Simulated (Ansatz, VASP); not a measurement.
# One calculation of Tl, two programs

```
CELL_PARAMETERS angstrom
3.59028 0.00000 0.00000
-1.79514 3.10928 0.00000
0.00000 0.00000 5.64194
ATOMIC_POSITIONS crystal
Tl 0.33333 0.66667 0.25000
Tl 0.66667 0.33333 0.75000
```

Alike in both runs: task single point; functional PBE; k mesh 10 × 10 × 6; occupations fermi-dirac, width 0.2 eV; no spin polarisation.

```csv
,VASP,Ansatz
version,VASP 6.6.1,Ansatz 0.2.0
potentials or method,"VASP PAW PBE potentials, release 64 (Tl_d), cutoff 520 eV","plane waves (420 eV) with PAW, scalar-relativistic"
valence electrons in the cell,26,26
```

```tsv
	VASP	Ansatz	Ansatz less VASP
pressure (GPa)	0.1	0.1	+0.06
traceless stress, the component that is largest in VASP (GPa)	0.12	0.13	+0.006
```

Neither program's run includes spin-orbit coupling.
